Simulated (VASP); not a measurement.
# Si (a cell with a defect) in VASP: notebook, part 2 of 2

VASP 6.6.1. The steps go on from the part before.

## 3. Relaxation of the atoms, PBEsol

INCAR reads:

```
SYSTEM = Si
ALGO = Normal ; EDIFF = 1E-6
EDIFFG = -0.03 ; ENCUT = 520
GGA = PS ; IBRION = 2
ISIF = 2 ; ISMEAR = -1
LASPH = .True. ; LCHARG = .False.
LREAL = Auto ; LWAVE = .False.
NELM = 100 ; NSW = 80
PREC = Accurate ; SIGMA = 0.05
```

KPOINTS reads:

```
k-points
0
Gamma
  2 2 2
  0 0 0
```

POSCAR reads:

```
Si
1.0
    0.0000000000      5.4300000000      5.4300000000
    5.4300000000      0.0000000000      5.4300000000
    5.4300000000      5.4300000000      0.0000000000
Si
17
Direct
    0.0000000000      0.0000000000      0.0000000000
    0.1250000000      0.1250000000      0.1250000000
    0.0000000000      0.0000000000      0.5000000000
    0.1250000000      0.1250000000      0.6250000000
    0.0000000000      0.5000000000      0.0000000000
    0.1250000000      0.6250000000      0.1250000000
    0.0000000000      0.5000000000      0.5000000000
    0.1250000000      0.6250000000      0.6250000000
    0.5000000000      0.0000000000      0.0000000000
    0.6250000000      0.1250000000      0.1250000000
    0.5000000000      0.0000000000      0.5000000000
    0.6250000000      0.1250000000      0.6250000000
    0.5000000000      0.5000000000      0.0000000000
    0.6250000000      0.6250000000      0.1250000000
    0.5000000000      0.5000000000      0.5000000000
    0.6250000000      0.6250000000      0.6250000000
    0.3789371100      0.3703535800      0.3765985200
```

Potentials or basis: VASP PAW PBE potentials, release 64 (Si).

Command:

```bash
$ cat potpaw_PBE.64/Si/POTCAR > POTCAR
$ mpirun -np 1 vasp_std > vasp.out
```

OUTCAR:

```text
SYSTEM = Si
   EDIFF = 1E-6
   EDIFFG = -0.03
   ENCUT = 520
   GGA = PS
   IBRION = 2
   ISIF = 2
   ISMEAR = -1
   LASPH = .True.
   LREAL = Auto
   NELM = 100
   NSW = 80
   PREC = Accurate

 ion  position               nearest neighbor table
   1  0.000  0.000  0.000-   2 2.35   4 2.35   6 2.35  10 2.35
   2  0.125  0.125  0.125-   1 2.35   3 2.35   5 2.35   9 2.35
   3  0.000  0.000  0.500-   2 2.35   4 2.35   8 2.35  12 2.35
   4  0.125  0.125  0.625-   1 2.35   3 2.35   7 2.35  11 2.35  17 2.71
   5  0.000  0.500  0.000-   2 2.35   6 2.35   8 2.35  14 2.35
   6  0.125  0.625  0.125-   1 2.35   5 2.35   7 2.35  13 2.35  17 2.75
   7  0.000  0.500  0.500-   4 2.35   6 2.35   8 2.35  16 2.35  17 2.38
   8  0.125  0.625  0.625-   3 2.35   5 2.35   7 2.35  15 2.35  17 2.73
   9  0.500  0.000  0.000-   2 2.35  10 2.35  12 2.35  14 2.35
  10  0.625  0.125  0.125-   1 2.35   9 2.35  11 2.35  13 2.35  17 2.70
  11  0.500  0.000  0.500-  17 2.32  10 2.35  12 2.35  16 2.35   4 2.35
  12  0.625  0.125  0.625-   3 2.35   9 2.35  11 2.35  15 2.35  17 2.68
  13  0.500  0.500  0.000-   6 2.35  10 2.35  14 2.35  16 2.35  17 2.36
  14  0.625  0.625  0.125-   5 2.35   9 2.35  13 2.35  15 2.35  17 2.72
  15  0.500  0.500  0.500-  17 2.35  12 2.35  14 2.35  16 2.35   8 2.35
  16  0.625  0.625  0.625-   7 2.35  11 2.35  13 2.35  15 2.35
  17  0.379  0.370  0.377-  11 2.32  15 2.35  13 2.36   7 2.38  12 2.68  10 2.70   4 2.71  14 2.72
                             8 2.73   6 2.75

  LATTYP: Found a face centered cubic cell.
 ALAT       =    10.8600000000

  Lattice vectors:

 A1 = (   0.0000000000,   5.4300000000,   5.4300000000)
 A2 = (   5.4300000000,   0.0000000000,   5.4300000000)
 A3 = (   5.4300000000,   5.4300000000,   0.0000000000)

Analysis of symmetry for initial positions (statically):
=====================================================================
 Subroutine PRICEL returns:
 Original cell was already a primitive cell.

 Routine SETGRP: Setting up the symmetry group for a
 face centered cubic supercell.

 Subroutine GETGRP returns: Found  1 space group operations
 (whereof  1 operations were pure point group operations)
 out of a pool of 48 trial point group operations.

The static configuration has the point symmetry C_1 .

Analysis of symmetry for dynamics (positions and initial velocities):
=====================================================================
 Subroutine PRICEL returns:
 Original cell was already a primitive cell.

 Routine SETGRP: Setting up the symmetry group for a
 face centered cubic supercell.

 Subroutine GETGRP returns: Found  1 space group operations
 (whereof  1 operations were pure point group operations)
 out of a pool of 48 trial point group operations.

The dynamic configuration has the point symmetry C_1 .

 Subroutine INISYM returns: Found  1 space group operations
 (whereof  1 operations are pure point group operations),
 and found     1 'primitive' translations

----------------------------------------------------------------------------------------

                                     Primitive cell

  volume of cell :     320.2060

  direct lattice vectors                    reciprocal lattice vectors
     0.000000000  5.430000000  5.430000000    -0.092081031  0.092081031  0.092081031
     5.430000000  0.000000000  5.430000000     0.092081031 -0.092081031  0.092081031
     5.430000000  5.430000000  0.000000000     0.092081031  0.092081031 -0.092081031

  length of vectors
     7.679179644  7.679179644  7.679179644     0.159489025  0.159489025  0.159489025

  position of ions in fractional coordinates (direct lattice)
     0.000000000  0.000000000  0.000000000
     0.125000000  0.125000000  0.125000000
[... 55 lines left out ...]
     0.000000000  0.000000000  0.000000000

 Subroutine IBZKPT returns following result:
 ===========================================

 Found      8 irreducible k-points:

 Following reciprocal coordinates:
            Coordinates               Weight
  0.000000  0.000000  0.000000      1.000000
  0.500000  0.000000  0.000000      1.000000
  0.000000  0.500000  0.000000      1.000000
  0.000000  0.000000  0.500000      1.000000
  0.500000  0.500000  0.500000      1.000000
  0.500000  0.500000  0.000000      1.000000
  0.000000  0.500000  0.500000      1.000000
  0.500000  0.000000  0.500000      1.000000
   k-points           NKPTS =      8   k-points in BZ     NKDIM =      8   number of bands    NBANDS=     43
   number of dos      NEDOS =    301   number of ions     NIONS =     17
   total plane-waves  NPLWV = 216000
   dimension x,y,z NGX =    60 NGY =   60 NGZ =   60
   dimension x,y,z NGXF=   120 NGYF=  120 NGZF=  120
   ions per type =              17
   NGX,Y,Z   is equivalent  to a cutoff of  12.99, 12.99, 12.99 a.u.
   NGXF,Y,Z  is equivalent  to a cutoff of  25.98, 25.98, 25.98 a.u.
 SYSTEM =  Si
   PREC   = accura    normal or accurate (medium, high low for compatibility)
   ISTART =      0    job   : 0-new  1-cont  2-samecut
   ICHARG =      2    charge: 1-file 2-atom 10-const
   ISPIN  =      1    spin polarized calculation?
   LNONCOLLINEAR =      F non collinear calculations
   LSORBIT =      F    spin-orbit coupling
   LASPH  =      T    aspherical Exc in radial PAW
   ENCUT  =  520.0 eV  38.22 Ry    6.18 a.u.  14.28 14.28 14.28*2*pi/ulx,y,z
   NELM   =    100;   NELMIN=  2; NELMDL= -5     # of ELM steps
   EDIFF  = 0.1E-05   stopping-criterion for ELM
   LREAL  =      T    real-space projection
   EDIFFG = -.3E-01   stopping-criterion for IOM
   NSW    =     80    number of steps for IOM
   IBRION =      2    ionic relax: 0-MD 1-quasi-New 2-CG
   NFREE  =      1    steps in history (QN), initial steepest desc. (CG)
   ISIF   =      2    stress and relaxation
   ISYM   =      2    0-nonsym 1-usesym 2-fastsym
   POTIM  = 0.5000    time-step for ionic-motion
   TEBEG  =    0.0;   TEEND  =   0.0 temperature during run
   PSTRESS=    0.0 pullay stress
   NELECT =      68.0000    total number of electrons
   NUPDOWN=      -1.0000    fix difference up-down
   EMIN   =  10.00;   EMAX   =-10.00  energy-range for DOS
   EFERMI =   0.00;   METHOD = LEGACY
   ISMEAR =    -1;   SIGMA  =   0.05  broadening in eV -4-tet -1-fermi 0-gaus
   EFERMI_NEDOS =   21; number of points for ismear=-14 and -15
   IALGO  =     38    algorithm
   IMIX   =      4    mixing-type and parameters
     AMIX     =   0.40;   BMIX     =  1.00
     AMIX_MAG =   1.60;   BMIX_MAG =  1.00
  volume/ion in A,a.u.               =      18.84       127.11
  Fermi-wavevector in a.u.,A,eV,Ry     =   0.976715  1.845724 12.979587  0.953973
  Thomas-Fermi vector in A             =   2.107356
   LORBIT       =      0    0 simple, 1 ext, 2 COOP (PROOUT), +10 PAW based schemes
   GGA     = PS    functional components
   LHFCALC =     F    Hartree Fock is set to
   AEXX    =    0.0000 exact exchange contribution
   IVDW    =     0    specifies the selected vdW correction
   LEPSILON=     F    determine dielectric tensor
   LRPA    =     F    only Hartree local field effects (RPA)
 conjugate gradient relaxation of ions
 non-spin polarized calculation
  energy-cutoff  :      520.00
  volume of cell :      320.21
 maximum number of plane-waves:      8646
 NGX is ok and might be reduce to    60
   NGX = 29   NGY = 29   NGZ = 29

--------------------------------------- Ionic step        1  -------------------------------------------

 number of electron      68.0000003 magnetization

 Free energy of the ion-electron system (eV)
  ---------------------------------------------------
  ext. energy  EPLUGINS =         0.00000000
  ---------------------------------------------------
  free energy    TOTEN  =       -93.82315944 eV

  energy without entropy =      -93.78898468  energy(sigma->0) =      -93.80607206

------------------------ aborting loop because EDIFF is reached ----------------------------------------

  FORCE on cell =-STRESS in cart. coord.  units (eV):
  Direction    XX          YY          ZZ          XY          YZ          ZX
  --------------------------------------------------------------------------------------
  -------------------------------------------------------------------------------------
  Total        7.9536285      7.9555120      7.9541955     -0.0568342     -0.2121365      0.3826040
  in kB       39.7966394     39.8060638     39.7994764     -0.2843745     -1.0614425      1.9143908
  external PRESSURE =      39.8007266 kB  Pullay stress =       0.0000000 kB
[... 242 lines left out ...]
--------------------------------------- Ionic step        6  -------------------------------------------

 number of electron      68.0000001 magnetization

 Free energy of the ion-electron system (eV)
  ---------------------------------------------------
  ext. energy  EPLUGINS =         0.00000000
  ---------------------------------------------------
  free energy    TOTEN  =       -93.94755590 eV

  energy without entropy =      -93.91071917  energy(sigma->0) =      -93.92913754

 E-fermi :   6.7557     XC(G=0):  -9.8068

 val. band max:        6.5640241262   @ k =   0.0000   0.0000   0.0000
 cond. band min:       6.8114367752   @ k =   0.5000   0.5000   0.0000
 fundamental gap:      0.2474126491
 Fermi energy:         6.7556865720

 k-point     1 :       0.0000    0.0000    0.0000
  band No.  band energies     occupation
      1      -6.3890      2.00000
      2      -3.8303      2.00000
      3      -3.6832      2.00000
      4      -3.6817      2.00000
      5      -3.6808      2.00000
      6      -2.8833      2.00000
[... 401 lines left out ...]
  FREE ENERGIE OF THE ION-ELECTRON SYSTEM (eV)
  ---------------------------------------------------
  free  energy   TOTEN  =       -93.9475559005 eV

  energy  without entropy=      -93.9107191704  energy(sigma->0) =      -93.92913754

 reached required accuracy - stopping structural energy minimisation
```

It took 8.4 min on 1 thread of Oxide Virtual Turin-like, shared host; peak memory 0.48 GiB.

What came out:

- Free energy: -93.9476 eV
- Energy gained by relaxing: 7.3 meV/atom
- Ionic steps: 6
- Pressure after relaxing: 3.5 GPa
- Largest force after relaxing: 0.025 eV/Å
- Band gap on the k mesh: zero (bands 34 and 35 overlap by 0.25 eV)

Forces in eV/Å, atoms in the order of the input:
```
Si   0.001 -0.005 -0.002
Si   0.000  0.000  0.000
Si   0.006 -0.001 -0.003
Si  -0.007  0.007 -0.001
Si   0.000 -0.002 -0.001
Si  -0.001  0.000  0.002
Si  -0.002  0.004 -0.002
Si   0.000  0.003  0.004
Si  -0.004  0.002  0.007
Si   0.000  0.005 -0.005
Si  -0.001  0.004  0.002
Si  -0.002  0.000 -0.003
Si  -0.005  0.006  0.000
Si   0.002  0.002  0.000
Si  -0.004  0.006 -0.001
Si   0.005 -0.009  0.001
Si   0.011 -0.022  0.002
```

The path:
| step | energy change (eV) | largest force (eV/Å) | pressure (GPa) |
| --- | --- | --- | --- |
| 1 | 0.0000 | 1.0447 | 3.98 |
| 2 | -0.1202 | 0.1221 | 3.49 |
| 3 | -0.1216 | 0.1551 | 3.45 |
| 4 | -0.1239 | 0.0510 | 3.45 |
| 5 | -0.1240 | 0.0645 | 3.45 |
| 6 | -0.1244 | 0.0247 | 3.46 |

Final structure:
```
Si
1.0
     0.00000    5.43000    5.43000
     5.43000    0.00000    5.43000
     5.43000    5.43000    0.00000
Si
17
Cartesian
  0.0057 0.0068 0.0060
  1.3576 1.3572 1.3575
  2.7081 2.7093 0.0064
  4.0720 4.0731 1.3251
  2.7091 0.0063 2.7094
  4.0723 1.3259 4.0725
  5.4510 8.1238 8.1243
  6.8195 4.0729 4.0726
  0.0064 2.7089 2.7080
  1.3248 4.0730 4.0722
  8.1169 5.4578 8.1165
  4.0722 6.8206 4.0723
  8.1225 8.1216 5.4529
  4.0724 4.0728 6.8198
  5.4554 5.4544 5.4551
  6.7835 6.7948 6.7866
  4.0667 4.0832 4.0713
```

Caveat: the k points lie up to 0.50 Å⁻¹ apart; the PAW data sets were made with another functional, which shifts forces and pressure a little.
